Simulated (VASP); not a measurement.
Wanted: the native input for a VASP 6.6.1 run.

```yaml
Task: single point
Functional: PBE
Potentials_or_basis: VASP PAW PBE potentials, release 64 (Cu)
Cutoff: 520 eV
k_mesh: 9 × 9 × 12
Occupations: fermi-dirac, width 0.08 eV
Spin: no spin polarisation
Dipole_correction: no
Further_INCAR_settings: ALGO = Normal; EDIFF = 1e-07; NBANDS = 24
```

The structure of Cu lies in POSCAR:

```
Cu
1.0
    3.8014433310      0.0000000000      0.0000000000
   -1.9007216654      3.2921464957      0.0000000000
    0.0000000000      0.0000000000      2.2763004694
Cu
3
Direct
    0.0000000000      0.0000000000      0.0000000000
    0.3333333333      0.6666666667      0.5000000000
    0.6666666667      0.3333333333      0.5000000000
```

This cell differs from its parent crystal: volume scaled by 0.78.

The input as run:

INCAR

```
SYSTEM = Cu
ALGO     = Normal         ! electronic algorithm
EDIFF    = 1E-7           ! SCF threshold, eV
ENCUT    = 520            ! plane-wave cutoff, eV
GGA      = PE             ! functional
ISIF     = 2              ! what is computed and relaxed
ISMEAR   = -1             ! smearing method
LASPH    = .TRUE.         ! aspherical terms in the spheres
LCHARG   = .FALSE.        ! write CHGCAR
LREAL    = .FALSE.        ! projectors in reciprocal space
LWAVE    = .FALSE.        ! write WAVECAR
NBANDS   = 24             ! bands
NELM     = 80             ! most SCF steps
PREC     = Accurate       ! precision mode
SIGMA    = 0.08           ! smearing width, eV
```

KPOINTS

```
k-points
0
G
  9 9 12
  0 0 0
```

Potentials or basis: VASP PAW PBE potentials, release 64 (Cu).

The run is started by

```bash
$ cat potpaw_PBE.64/Cu/POTCAR > POTCAR
$ mpirun -np 1 vasp_std > vasp.out
```

It gave:

- Pressure: 62.9 GPa

Run time: 42 s on 1 thread of Intel Xeon 6975P-C (shared host), peak memory 0.17 GiB.
